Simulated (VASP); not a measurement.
# HCBr3 (P1) in VASP: single point with PBE

Aim: the single point of HCBr3 with PBE.

Program: VASP 6.6.1. These are calculated values, not measurements. Logs are shortened: lines on timing, memory, paths and dates and some standing lists are left out, and cuts for length are marked.

## (1) The cell of the first run

The typed cell holds 10 atoms: a = 6.259 Å, b = 6.400 Å, c = 7.355 Å, α = 88.52°, β = 89.94°, γ = 60.30°.

## (2) Single point, PBE

The input, INCAR:

```
SYSTEM = HCBr3
PREC = Accurate ; ENCUT = 600
EDIFF = 1E-6 ; ISMEAR = -1
SIGMA = 0.1177 ; LREAL = .FALSE.
LASPH = .TRUE. ; NELM = 120
ALGO = Normal ; ISIF = 2
LWAVE = .FALSE. ; LCHARG = .FALSE.
GGA = PE ; NBANDS = 37
GGA_COMPAT = .FALSE.
```

The input, KPOINTS:

```
Automatic mesh
0
Gamma
  4 3 3
  0.5 0 0
```

The input, POSCAR:

```
HCBr3
1.0
    3.1093640000      5.4323310000      0.0032660000
   -3.2489200000      5.5129040000      0.0825320000
   -0.0913280000      0.0570730000      7.3545900000
Br C H
6 2 2
Direct
    0.6961750000      0.9413380000      0.0008130000
    0.0558490000      0.6350720000      0.4997780000
    0.3660190000      0.6929200000      0.9995960000
    0.3101520000      0.0580900000      0.4947990000
    0.9426230000      0.3636360000      0.0012320000
    0.6302340000      0.3113610000      0.5008610000
    0.6670090000      0.6674890000      0.0836240000
    0.3351860000      0.3368960000      0.5818040000
    0.6645900000      0.6696250000      0.2314530000
    0.3317740000      0.3360970000      0.7343630000
```

Potentials or basis: VASP PAW PBE potentials, release 64 (Br, C, H).

Started as:

```console
> cat potpaw_PBE.64/Br/POTCAR potpaw_PBE.64/C/POTCAR potpaw_PBE.64/H/POTCAR > POTCAR
> mpirun -np 1 vasp_std > vasp.out
```

OUTCAR:

```text
SYSTEM = HCBr3
   PREC = Accurate
   ENCUT = 600
   EDIFF = 1E-6
   ISMEAR = -1
   LREAL = .FALSE.
   LASPH = .TRUE.
   NELM = 120
   ISIF = 2
   GGA = PE

 ion  position               nearest neighbor table
   1  0.696  0.941  0.001-   7 1.93
   2  0.056  0.635  0.500-   8 1.92
   3  0.366  0.693  1.000-   7 1.91
   4  0.310  0.058  0.495-   8 1.99
   5  0.943  0.364  0.001-   7 1.96
   6  0.630  0.311  0.501-   8 1.87
   7  0.667  0.667  0.084-   9 1.09   3 1.91   1 1.93   5 1.96
   8  0.335  0.337  0.582-  10 1.12   6 1.87   2 1.92   4 1.99
   9  0.665  0.670  0.231-   7 1.09
  10  0.332  0.336  0.734-   8 1.12

  LATTYP: Found a triclinic cell.
 ALAT       =     6.3995627359
 B/A-ratio  =     0.9780766926
 C/A-ratio  =     1.1493564103
 COS(alpha) =     0.0010879309
 COS(beta)  =     0.0258830071
 COS(gamma) =     0.4954524373

  Lattice vectors:

 A1 = (   3.2489200000,  -5.5129040000,  -0.0825320000)
 A2 = (  -3.1093640000,  -5.4323310000,  -0.0032660000)
 A3 = (   0.0913280000,  -0.0570730000,  -7.3545900000)

Analysis of symmetry for initial positions (statically):
=====================================================================
 Subroutine PRICEL returns:
 Original cell was already a primitive cell.

 Routine SETGRP: Setting up the symmetry group for a
 triclinic supercell.

 Subroutine GETGRP returns: Found  1 space group operations
 (whereof  1 operations were pure point group operations)
 out of a pool of  2 trial point group operations.

The static configuration has the point symmetry C_1 .

Analysis of symmetry for dynamics (positions and initial velocities):
=====================================================================
 Subroutine PRICEL returns:
 Original cell was already a primitive cell.

 Routine SETGRP: Setting up the symmetry group for a
 triclinic supercell.

 Subroutine GETGRP returns: Found  1 space group operations
 (whereof  1 operations were pure point group operations)
 out of a pool of  2 trial point group operations.

The dynamic configuration has the point symmetry C_1 .

 Subroutine INISYM returns: Found  1 space group operations
 (whereof  1 operations are pure point group operations),
 and found     1 'primitive' translations

----------------------------------------------------------------------------------------

                                     Primitive cell

  volume of cell :     255.8178

  direct lattice vectors                    reciprocal lattice vectors
     3.109364000  5.432331000  0.003266000     0.158473896  0.093374817  0.001243295
    -3.248920000  5.512904000  0.082532000    -0.156175161  0.089393305 -0.002633064
    -0.091328000  0.057073000  7.354590000     0.001682197 -0.001044623  0.135998506

  length of vectors
     6.259263155  6.399562736  7.355378454     0.183941235  0.179968822  0.136012921

  position of ions in fractional coordinates (direct lattice)
     0.696175000  0.941338000  0.000813000
     0.055849000  0.635072000  0.499778000
     0.366019000  0.692920000  0.999596000
     0.310152000  0.058090000  0.494799000
     0.942623000  0.363636000  0.001232000
     0.630234000  0.311361000  0.500861000
     0.667009000  0.667489000  0.083624000
     0.335186000  0.336896000  0.581804000
     0.664590000  0.669625000  0.231453000
     0.331774000  0.336097000  0.734363000

  ion indices of the primitive-cell ions
   primitive index   ion index
                 1           1
                 2           2
                 3           3
                 4           4
                 5           5
                 6           6
                 7           7
                 8           8
                 9           9
                10          10

----------------------------------------------------------------------------------------

 KPOINTS: Automatic mesh

Automatic generation of k-mesh.
 Grid dimensions read from file:
 generate k-points for:    4    3    3

 Generating k-lattice:

  Cartesian coordinates                     Fractional coordinates (reciprocal lattice)
     0.039618474  0.023343704  0.000310824     0.250000000 -0.000000000  0.000000000
    -0.052058387  0.029797768 -0.000877688    -0.000000000  0.333333333  0.000000000
     0.000560732 -0.000348208  0.045332835    -0.000000000 -0.000000000  0.333333333

  Length of vectors
     0.045985309  0.059989607  0.045337640

  Shift w.r.t. Gamma in fractional coordinates (k-lattice)
     0.500000000  0.000000000  0.000000000

 Subroutine IBZKPT returns following result:
 ===========================================

 Found     18 irreducible k-points:

 Following reciprocal coordinates:
            Coordinates               Weight
  0.125000 -0.000000  0.000000      2.000000
  0.375000 -0.000000  0.000000      2.000000
  0.125000  0.333333  0.000000      2.000000
  0.375000  0.333333  0.000000      2.000000
 -0.375000  0.333333 -0.000000      2.000000
 -0.125000  0.333333 -0.000000      2.000000
[... 10 lines left out ...]
 -0.375000 -0.333333  0.333333      2.000000
 -0.125000 -0.333333  0.333333      2.000000
   k-points           NKPTS =     18   k-points in BZ     NKDIM =     18   number of bands    NBANDS=     37
   number of dos      NEDOS =    301   number of ions     NIONS =     10
   total plane-waves  NPLWV = 162000
   dimension x,y,z NGX =    50 NGY =   54 NGZ =   60
   dimension x,y,z NGXF=   100 NGYF=  108 NGZF=  120
   ions per type =               6   2   2
   NGX,Y,Z   is equivalent  to a cutoff of  13.28, 14.03, 13.56 a.u.
   NGXF,Y,Z  is equivalent  to a cutoff of  26.56, 28.06, 27.12 a.u.
 SYSTEM =  HCBr3
   PREC   = accura    normal or accurate (medium, high low for compatibility)
   ISTART =      0    job   : 0-new  1-cont  2-samecut
   ICHARG =      2    charge: 1-file 2-atom 10-const
   ISPIN  =      1    spin polarized calculation?
   LNONCOLLINEAR =      F non collinear calculations
   LSORBIT =      F    spin-orbit coupling
   LASPH  =      T    aspherical Exc in radial PAW
   ENCUT  =  600.0 eV  44.10 Ry    6.64 a.u.  12.50 12.78 14.69*2*pi/ulx,y,z
   NELM   =    120;   NELMIN=  2; NELMDL= -5     # of ELM steps
   EDIFF  = 0.1E-05   stopping-criterion for ELM
   LREAL  =      F    real-space projection
   EDIFFG = 0.1E-04   stopping-criterion for IOM
   NSW    =      0    number of steps for IOM
   IBRION =     -1    ionic relax: 0-MD 1-quasi-New 2-CG
   NFREE  =      0    steps in history (QN), initial steepest desc. (CG)
   ISIF   =      2    stress and relaxation
   ISYM   =      2    0-nonsym 1-usesym 2-fastsym
   POTIM  = 0.5000    time-step for ionic-motion
   TEBEG  =    0.0;   TEEND  =   0.0 temperature during run
   PSTRESS=    0.0 pullay stress
   NELECT =      52.0000    total number of electrons
   NUPDOWN=      -1.0000    fix difference up-down
   EMIN   =  10.00;   EMAX   =-10.00  energy-range for DOS
   EFERMI =   0.00;   METHOD = LEGACY
   ISMEAR =    -1;   SIGMA  =   0.12  broadening in eV -4-tet -1-fermi 0-gaus
   EFERMI_NEDOS =   21; number of points for ismear=-14 and -15
   IALGO  =     38    algorithm
   IMIX   =      4    mixing-type and parameters
     AMIX     =   0.40;   BMIX     =  1.00
     AMIX_MAG =   1.60;   BMIX_MAG =  1.00
  volume/ion in A,a.u.               =      25.58       172.63
  Fermi-wavevector in a.u.,A,eV,Ry     =   0.962570  1.818994 12.606359  0.926541
  Thomas-Fermi vector in A             =   2.092040
   LORBIT       =      0    0 simple, 1 ext, 2 COOP (PROOUT), +10 PAW based schemes
   GGA     = PE    functional components
   LHFCALC =     F    Hartree Fock is set to
   AEXX    =    0.0000 exact exchange contribution
   IVDW    =     0    specifies the selected vdW correction
   LEPSILON=     F    determine dielectric tensor
   LRPA    =     F    only Hartree local field effects (RPA)
 non-spin polarized calculation
  energy-cutoff  :      600.00
  volume of cell :      255.82
 maximum number of plane-waves:      8556
 NGX is ok and might be reduce to    50
   NGX = 25   NGY = 25   NGZ = 29

 number of electron      52.0000002 magnetization

 Free energy of the ion-electron system (eV)
  ---------------------------------------------------
  ext. energy  EPLUGINS =         0.00000000
  ---------------------------------------------------
  free energy    TOTEN  =       -34.36830389 eV

  energy without entropy =      -34.36830253  energy(sigma->0) =      -34.36830321

 E-fermi :   0.8541     XC(G=0):  -7.5549

 val. band max:       -0.9588622948   @ k =  -0.3750   0.3333  -0.0000
 cond. band min:       2.5817731125   @ k =  -0.3750   0.3333  -0.0000
 fundamental gap:      3.5406354073
 Fermi energy:         0.8541214220

 k-point     1 :       0.1250   -0.0000    0.0000
  band No.  band energies     occupation
      1     -17.0393      2.00000
      2     -16.8888      2.00000
      3     -14.8786      2.00000
      4     -14.7955      2.00000
      5     -14.7029      2.00000
      6     -14.6212      2.00000
[... 29 lines left out ...]
     36       8.1381      0.00000
     37       8.2095      0.00000

 k-point     2 :       0.3750   -0.0000    0.0000
  band No.  band energies     occupation
      1     -16.9783      2.00000
      2     -16.8634      2.00000
      3     -14.9678      2.00000
      4     -14.8637      2.00000
      5     -14.7522      2.00000
      6     -14.6432      2.00000
[... 29 lines left out ...]
     36       7.7587      0.00000
     37       8.0252      0.00000
[... 598 lines left out ...]
     36       7.4773      0.00000
     37       7.7039      0.00000

 k-point    18 :      -0.1250   -0.3333    0.3333
  band No.  band energies     occupation
      1     -16.9896      2.00000
      2     -16.8892      2.00000
      3     -14.8921      2.00000
      4     -14.8296      2.00000
      5     -14.7394      2.00000
      6     -14.6794      2.00000
[... 29 lines left out ...]
     36       7.5219      0.00000
     37       7.7428      0.00000

------------------------ aborting loop because EDIFF is reached ----------------------------------------

  FORCE on cell =-STRESS in cart. coord.  units (eV):
  Direction    XX          YY          ZZ          XY          YZ          ZX
  --------------------------------------------------------------------------------------
  -------------------------------------------------------------------------------------
  Total        2.7677238      3.5919885     -0.0726795      1.9203607     -0.9143062      0.8253877
  in kB       17.3341531     22.4964929     -0.4551888     12.0271489     -5.7262663      5.1693732
  external PRESSURE =      13.1251524 kB  Pullay stress =       0.0000000 kB

 VOLUME and BASIS-vectors are now :
 -----------------------------------------------------------------------------
  energy-cutoff  :      600.00
  volume of cell :      255.82
      direct lattice vectors                 reciprocal lattice vectors
     3.109364000  5.432331000  0.003266000     0.158473896  0.093374817  0.001243295
    -3.248920000  5.512904000  0.082532000    -0.156175161  0.089393305 -0.002633064
    -0.091328000  0.057073000  7.354590000     0.001682197 -0.001044623  0.135998506

 POSITION                                       TOTAL-FORCE (eV/Angst)
 -----------------------------------------------------------------------------------
     -0.89374      8.97141      0.08594        -0.008293      0.279271      0.026597
     -1.93529      3.83301      3.72826        -0.477891     -0.019924     -0.022553
     -1.20445      5.86539      7.41000        -0.437074     -0.450161     -0.010883
      0.73046      2.03333      3.64485        -0.234649      0.094308      0.379485
      1.74942      7.12540      0.04215        -0.064983      0.121286      0.297036
      0.90230      5.16873      3.71138         0.723507      1.035993     -0.172249
     -0.10228      7.30799      0.67229         0.287274      0.092089     -0.450814
     -0.10547      3.71132      4.30783        -0.171665     -0.944402      0.749720
     -0.13024      7.31506      1.75968         0.218069     -0.035150      0.115486
     -0.12741      3.69709      5.42976         0.165706     -0.173309     -0.911825
 -----------------------------------------------------------------------------------
    total drift:                                0.000088      0.000050     -0.000789

  FREE ENERGIE OF THE ION-ELECTRON SYSTEM (eV)
  ---------------------------------------------------
  free  energy   TOTEN  =       -34.3683038859 eV

  energy  without entropy=      -34.3683025261  energy(sigma->0) =      -34.36830321
```

Run time: 6.9 min. Hardware: 1 thread of Intel Xeon 8259CL, shared host; peak memory 0.47 GiB.

Results:

| Property | Result |
| --- | --- |
| Free energy | -34.3683 eV |
| Pressure | 1.3 GPa |
| Largest force | 1.275 eV/Å |
| Band gap on the k mesh | 3.54 eV |

Forces on the atoms (eV/Å):
```
Br  -0.008  0.279  0.027
Br  -0.478 -0.020 -0.023
Br  -0.437 -0.450 -0.011
Br  -0.235  0.094  0.379
Br  -0.065  0.121  0.297
Br   0.724  1.036 -0.172
C    0.287  0.092 -0.451
C   -0.172 -0.944  0.750
H    0.218 -0.035  0.115
H    0.166 -0.173 -0.912
```

Stress tensor (GPa, compression positive):
```
 1.73  1.20  0.52
 1.20  2.25 -0.57
 0.52 -0.57 -0.05
```

Caveat: this functional lacks dispersion, which holds the molecules together, so the pressure and a relaxed volume are unreliable; a shifted mesh leaves out Γ, where band edges can lie; forces of over 1 eV/Å act on the atoms, so gaps and moduli don't describe the material at rest.
